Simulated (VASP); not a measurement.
# Nb16H (a cell with a defect) in VASP: single point with PBE

Aim: the single point of Nb16H (a cell with a defect) with PBE.

Everything below comes from runs of VASP 6.6.1. Logs are shortened: lines on timing, memory, paths and dates and some standing lists are left out, and cuts for length are marked.

## Step 1: The cell of the first run

The cell holds a defect, 17 atoms: a = 6.600 Å, b = 6.600 Å, c = 6.600 Å, α = 90.00°, β = 90.00°, γ = 90.00°.

## Step 2: Single point, PBE

Input file INCAR:

```
SYSTEM = Nb16H
ALGO = Normal
EDIFF = 1E-6
ENCUT = 520
GGA = PE
ISIF = 2
ISMEAR = -1
LASPH = .TRUE.
LCHARG = .FALSE.
LREAL = Auto
LWAVE = .FALSE.
NBANDS = 118
NELM = 60
PREC = Accurate
SIGMA = 0.05
```

Input file KPOINTS:

```
k-points
0
G
  3 3 3
  0 0 0
```

Input file POSCAR:

```
Nb16H
1.0
    6.6000000000      0.0000000000      0.0000000000
    0.0000000000      6.6000000000      0.0000000000
    0.0000000000      0.0000000000      6.6000000000
Nb H
16 1
Direct
   -0.0086762121      0.0004572727     -0.0083521212
    0.4978743939      0.0004727273      0.0001257576
   -0.0006916667      0.5004562121     -0.0003034848
   -0.0002212121      0.0004457576      0.4981824242
    0.2544836364      0.2628550000      0.2547816667
    0.5004387879      0.5004748485      0.0022477273
    0.5012737879      0.0004645455      0.5016151515
    0.7505146970      0.2505621212      0.2489104545
    0.0018442424      0.5004442424      0.5008189394
    0.2544821212      0.7380627273      0.2547889394
    0.2484975758      0.2505589394      0.7508384848
    0.5035869697      0.5004633333      0.5039883333
    0.7505139394      0.7503553030      0.2489184848
    0.7477587879      0.2489022727      0.7481678788
    0.2484968182      0.7503627273      0.7508437879
    0.7477565152      0.7520180303      0.7481740909
    0.1908069697      0.0004510606      0.1911657576
```

Potentials or basis: VASP PAW PBE potentials, release 64 (Nb_sv, H).

Command:

```sh
$ cat potpaw_PBE.64/Nb_sv/POTCAR potpaw_PBE.64/H/POTCAR > POTCAR
$ mpirun -np 1 vasp_std > vasp.out
```

OUTCAR:

```text
SYSTEM = Nb16H
   EDIFF = 1E-6
   ENCUT = 520
   GGA = PE
   ISIF = 2
   ISMEAR = -1
   LASPH = .TRUE.
   LREAL = Auto
   NELM = 60
   PREC = Accurate

 ion  position               nearest neighbor table
   1  0.991  0.000  0.992-  17 1.86  16 2.80  14 2.80  15 2.85  11 2.85   8 2.85  13 2.85   5 3.01
                            10 3.01
   2  0.498  0.000  0.000-  11 2.85  15 2.85  14 2.86  16 2.86   8 2.86  13 2.86   5 2.90  10 2.90

   3  0.999  0.500  1.000-   8 2.85  13 2.85  11 2.85  15 2.85   5 2.85  10 2.85  14 2.88  16 2.88

   4  1.000  0.000  0.498-  13 2.85   8 2.85  16 2.86  14 2.86  15 2.86  11 2.86  10 2.90   5 2.90

   5  0.254  0.263  0.255-  17 1.83  12 2.80   6 2.81   9 2.81   3 2.85   7 2.88   2 2.90   4 2.90
                             1 3.01
   6  0.500  0.500  0.002-  10 2.81   5 2.81  13 2.85   8 2.85  16 2.87  14 2.87  15 2.87  11 2.87

   7  0.501  0.000  0.502-  14 2.83  16 2.83   8 2.87  13 2.87  11 2.87  15 2.87   5 2.88  10 2.88

   8  0.751  0.251  0.249-   6 2.85   3 2.85   1 2.85   4 2.85   2 2.86  12 2.87   7 2.87   9 2.87

   9  0.002  0.500  0.501-   5 2.81  10 2.81  11 2.84  15 2.84  14 2.87  16 2.87   8 2.87  13 2.87

  10  0.254  0.738  0.255-  17 1.83  12 2.80   6 2.81   9 2.81   3 2.85   7 2.88   2 2.90   4 2.90
                             1 3.01
  11  0.248  0.251  0.751-   9 2.84   3 2.85   1 2.85   2 2.85   4 2.86  12 2.87   7 2.87   6 2.87

  12  0.504  0.500  0.504-  10 2.80   5 2.80  16 2.82  14 2.82  11 2.87  15 2.87  13 2.87   8 2.87

  13  0.751  0.750  0.249-   6 2.85   3 2.85   1 2.85   4 2.85   2 2.86  12 2.87   7 2.87   9 2.87

  14  0.748  0.249  0.748-   1 2.80  12 2.82   7 2.83   2 2.86   4 2.86   6 2.87   9 2.87   3 2.88

  15  0.248  0.750  0.751-   9 2.84   3 2.85   1 2.85   2 2.85   4 2.86  12 2.87   7 2.87   6 2.87

  16  0.748  0.752  0.748-   1 2.80  12 2.82   7 2.83   2 2.86   4 2.86   6 2.87   9 2.87   3 2.88

  17  0.191  0.000  0.191-  10 1.83   5 1.83   1 1.86

  LATTYP: Found a simple cubic cell.
 ALAT       =     6.6000000000

  Lattice vectors:

 A1 = (   6.6000000000,   0.0000000000,   0.0000000000)
 A2 = (   0.0000000000,   6.6000000000,   0.0000000000)
 A3 = (   0.0000000000,   0.0000000000,   6.6000000000)

Analysis of symmetry for initial positions (statically):
=====================================================================
 Subroutine PRICEL returns:
 Original cell was already a primitive cell.

 Routine SETGRP: Setting up the symmetry group for a
 simple cubic supercell.

 Subroutine GETGRP returns: Found  1 space group operations
 (whereof  1 operations were pure point group operations)
 out of a pool of 48 trial point group operations.

The static configuration has the point symmetry C_1 .

Analysis of symmetry for dynamics (positions and initial velocities):
=====================================================================
 Subroutine PRICEL returns:
 Original cell was already a primitive cell.

 Routine SETGRP: Setting up the symmetry group for a
 simple cubic supercell.

 Subroutine GETGRP returns: Found  1 space group operations
 (whereof  1 operations were pure point group operations)
 out of a pool of 48 trial point group operations.

The dynamic configuration has the point symmetry C_1 .

 Subroutine INISYM returns: Found  1 space group operations
 (whereof  1 operations are pure point group operations),
 and found     1 'primitive' translations

----------------------------------------------------------------------------------------

                                     Primitive cell

  volume of cell :     287.4960

  direct lattice vectors                    reciprocal lattice vectors
     6.600000000  0.000000000  0.000000000     0.151515152  0.000000000  0.000000000
     0.000000000  6.600000000  0.000000000     0.000000000  0.151515152  0.000000000
     0.000000000  0.000000000  6.600000000     0.000000000  0.000000000  0.151515152

  length of vectors
     6.600000000  6.600000000  6.600000000     0.151515152  0.151515152  0.151515152

  position of ions in fractional coordinates (direct lattice)
     0.991323788  0.000457273  0.991647879
     0.497874394  0.000472727  0.000125758
     0.999308333  0.500456212  0.999696515
     0.999778788  0.000445758  0.498182424
     0.254483636  0.262855000  0.254781667
     0.500438788  0.500474848  0.002247727
[... 9 lines left out ...]
     0.747756515  0.752018030  0.748174091
     0.190806970  0.000451061  0.191165758

  ion indices of the primitive-cell ions
   primitive index   ion index
                 1           1
                 2           2
                 3           3
                 4           4
                 5           5
                 6           6
[... 9 lines left out ...]
                16          16
                17          17

----------------------------------------------------------------------------------------

 KPOINTS: k-points

Automatic generation of k-mesh.
 Grid dimensions read from file:
 generate k-points for:    3    3    3

 Generating k-lattice:

  Cartesian coordinates                     Fractional coordinates (reciprocal lattice)
     0.050505051  0.000000000  0.000000000     0.333333333  0.000000000  0.000000000
     0.000000000  0.050505051  0.000000000     0.000000000  0.333333333  0.000000000
     0.000000000  0.000000000  0.050505051     0.000000000  0.000000000  0.333333333

  Length of vectors
     0.050505051  0.050505051  0.050505051

  Shift w.r.t. Gamma in fractional coordinates (k-lattice)
     0.000000000  0.000000000  0.000000000

 Subroutine IBZKPT returns following result:
 ===========================================

 Found     14 irreducible k-points:

 Following reciprocal coordinates:
            Coordinates               Weight
  0.000000  0.000000  0.000000      1.000000
  0.333333  0.000000  0.000000      2.000000
  0.000000  0.333333  0.000000      2.000000
  0.000000  0.000000  0.333333      2.000000
  0.333333  0.333333  0.000000      2.000000
  0.000000  0.333333  0.333333      2.000000
  0.333333  0.000000  0.333333      2.000000
 -0.333333  0.333333  0.000000      2.000000
 -0.333333  0.000000  0.333333      2.000000
  0.000000 -0.333333  0.333333      2.000000
  0.333333  0.333333  0.333333      2.000000
 -0.333333  0.333333  0.333333      2.000000
 -0.333333 -0.333333  0.333333      2.000000
  0.333333 -0.333333  0.333333      2.000000
   k-points           NKPTS =     14   k-points in BZ     NKDIM =     14   number of bands    NBANDS=    118
   number of dos      NEDOS =    301   number of ions     NIONS =     17
   total plane-waves  NPLWV = 125000
   dimension x,y,z NGX =    50 NGY =   50 NGZ =   50
   dimension x,y,z NGXF=   100 NGYF=  100 NGZF=  100
   ions per type =              16   1
   NGX,Y,Z   is equivalent  to a cutoff of  12.59, 12.59, 12.59 a.u.
   NGXF,Y,Z  is equivalent  to a cutoff of  25.19, 25.19, 25.19 a.u.
 SYSTEM =  Nb16H
   PREC   = accura    normal or accurate (medium, high low for compatibility)
   ISTART =      0    job   : 0-new  1-cont  2-samecut
   ICHARG =      2    charge: 1-file 2-atom 10-const
   ISPIN  =      1    spin polarized calculation?
   LNONCOLLINEAR =      F non collinear calculations
   LSORBIT =      F    spin-orbit coupling
   LASPH  =      T    aspherical Exc in radial PAW
   ENCUT  =  520.0 eV  38.22 Ry    6.18 a.u.  12.27 12.27 12.27*2*pi/ulx,y,z
   NELM   =     60;   NELMIN=  2; NELMDL= -5     # of ELM steps
   EDIFF  = 0.1E-05   stopping-criterion for ELM
   LREAL  =      T    real-space projection
   EDIFFG = 0.1E-04   stopping-criterion for IOM
   NSW    =      0    number of steps for IOM
   IBRION =     -1    ionic relax: 0-MD 1-quasi-New 2-CG
   NFREE  =      0    steps in history (QN), initial steepest desc. (CG)
   ISIF   =      2    stress and relaxation
   ISYM   =      2    0-nonsym 1-usesym 2-fastsym
   POTIM  = 0.5000    time-step for ionic-motion
   TEBEG  =    0.0;   TEEND  =   0.0 temperature during run
   PSTRESS=    0.0 pullay stress
   NELECT =     209.0000    total number of electrons
   NUPDOWN=      -1.0000    fix difference up-down
   EMIN   =  10.00;   EMAX   =-10.00  energy-range for DOS
   EFERMI =   0.00;   METHOD = LEGACY
   ISMEAR =    -1;   SIGMA  =   0.05  broadening in eV -4-tet -1-fermi 0-gaus
   EFERMI_NEDOS =   21; number of points for ismear=-14 and -15
   IALGO  =     38    algorithm
   IMIX   =      4    mixing-type and parameters
     AMIX     =   0.40;   BMIX     =  1.00
     AMIX_MAG =   1.60;   BMIX_MAG =  1.00
  volume/ion in A,a.u.               =      16.91       114.12
  Fermi-wavevector in a.u.,A,eV,Ry     =   1.472018  2.781710 29.481589  2.166836
  Thomas-Fermi vector in A             =   2.587083
   LORBIT       =      0    0 simple, 1 ext, 2 COOP (PROOUT), +10 PAW based schemes
   GGA     = PE    functional components
   LHFCALC =     F    Hartree Fock is set to
   AEXX    =    0.0000 exact exchange contribution
   IVDW    =     0    specifies the selected vdW correction
   LEPSILON=     F    determine dielectric tensor
   LRPA    =     F    only Hartree local field effects (RPA)
 non-spin polarized calculation
  energy-cutoff  :      520.00
  volume of cell :      287.50
 maximum number of plane-waves:      7809
 NGX is ok and might be reduce to    50
   NGX = 25   NGY = 25   NGZ = 25

 number of electron     209.0000017 magnetization

 Free energy of the ion-electron system (eV)
  ---------------------------------------------------
  ext. energy  EPLUGINS =         0.00000000
  ---------------------------------------------------
  free energy    TOTEN  =      -167.32893285 eV

  energy without entropy =     -167.22268002  energy(sigma->0) =     -167.27580643

 E-fermi :  11.2574     XC(G=0): -12.5424

 val. band max:       11.2284854187   @ k =   0.3333   0.0000   0.0000
 cond. band min:      11.2664434101   @ k =   0.0000  -0.3333   0.3333
 fundamental gap:      0.0379579914
 Fermi energy:        11.2573540137

 k-point     1 :       0.0000    0.0000    0.0000
  band No.  band energies     occupation
      1     -43.0812      2.00000
      2     -42.9038      2.00000
      3     -42.8904      2.00000
      4     -42.8805      2.00000
      5     -42.8524      2.00000
      6     -42.8463      2.00000
[... 108 lines left out ...]
    115      13.5297      0.00000
    116      13.5416      0.00000

 k-point     2 :       0.3333    0.0000    0.0000
  band No.  band energies     occupation
      1     -43.0499      2.00000
      2     -42.9684      2.00000
      3     -42.8915      2.00000
      4     -42.8789      2.00000
      5     -42.8653      2.00000
      6     -42.8429      2.00000
[... 1420 lines left out ...]
 k-point    14 :       0.3333   -0.3333    0.3333
  band No.  band energies     occupation
      1     -42.9988      2.00000
      2     -42.9460      2.00000
      3     -42.9356      2.00000
      4     -42.9196      2.00000
      5     -42.8961      2.00000
      6     -42.8769      2.00000
[... 108 lines left out ...]
    115      13.6610      0.00000
    116      13.6961      0.00000
 [bands above 116 left out]

------------------------ aborting loop because EDIFF is reached ----------------------------------------

  FORCE on cell =-STRESS in cart. coord.  units (eV):
  Direction    XX          YY          ZZ          XY          YZ          ZX
  --------------------------------------------------------------------------------------
  -------------------------------------------------------------------------------------
  Total        3.1065437      6.4611248      3.1090289     -0.0023390     -0.0024353      1.1766465
  in kB       17.3123587     36.0069971     17.3262084     -0.0130350     -0.0135714      6.5572960
  external PRESSURE =      23.5485214 kB  Pullay stress =       0.0000000 kB

 VOLUME and BASIS-vectors are now :
 -----------------------------------------------------------------------------
  energy-cutoff  :      520.00
  volume of cell :      287.50
      direct lattice vectors                 reciprocal lattice vectors
     6.600000000  0.000000000  0.000000000     0.151515152  0.000000000  0.000000000
     0.000000000  6.600000000  0.000000000     0.000000000  0.151515152  0.000000000
     0.000000000  0.000000000  6.600000000     0.000000000  0.000000000  0.151515152

 POSITION                                       TOTAL-FORCE (eV/Angst)
 -----------------------------------------------------------------------------------
      6.54274      0.00302      6.54488        -0.005872     -0.000332     -0.004729
      3.28597      0.00312      0.00083        -0.009722     -0.000511     -0.010080
      6.59543      3.30301      6.59800         0.011416     -0.000485      0.009798
      6.59854      0.00294      3.28800        -0.010090      0.000189     -0.007633
      1.67959      1.73484      1.68156        -0.000770     -0.000652      0.002083
      3.30290      3.30313      0.01484         0.015672     -0.000722      0.002787
[... 9 lines left out ...]
      4.93519      4.96332      4.93795        -0.001167     -0.003786     -0.003019
      1.25933      0.00298      1.26169         0.004827      0.000615      0.005603
 -----------------------------------------------------------------------------------
    total drift:                                0.000848      0.000274      0.001555

  FREE ENERGIE OF THE ION-ELECTRON SYSTEM (eV)
  ---------------------------------------------------
  free  energy   TOTEN  =      -167.3289328454 eV

  energy  without entropy=     -167.2226800229  energy(sigma->0) =     -167.27580643
```

Wall time 20 min (1 thread of Intel Xeon Platinum 8259CL at 2.50GHz (Skylake/Cascade Lake), shared host); peak memory 0.52 GiB.

What came out:

* Free energy: -167.3289 eV
* Pressure: 2.4 GPa
* Largest force: 0.016 eV/Å
* Band gap on the k mesh: zero (an odd number of electrons rules out a gap without spin polarisation)

Forces in eV/Å, atoms in the order of the input:
```
Nb  -0.006  0.000 -0.005
Nb  -0.010 -0.001 -0.010
Nb   0.011  0.000  0.010
Nb  -0.010  0.000 -0.008
Nb  -0.001 -0.001  0.002
Nb   0.016 -0.001  0.003
Nb  -0.006  0.000 -0.005
Nb   0.000 -0.002 -0.003
Nb   0.004  0.000  0.015
Nb  -0.001  0.001  0.002
Nb  -0.002 -0.002  0.000
Nb   0.002  0.000  0.002
Nb   0.000  0.002 -0.003
Nb  -0.001  0.004 -0.002
Nb  -0.001  0.002  0.000
Nb  -0.001 -0.004 -0.003
H    0.005  0.001  0.006
```

Levels at points of the mesh, in eV from the Fermi level:
```tsv
k point	band 100	band 101	band 102	band 103	band 104	band 105	band 106	band 107
(0.00, 0.00, 0.00)	0.37	0.66	0.85	0.88	0.89	0.93	0.94	0.97
```
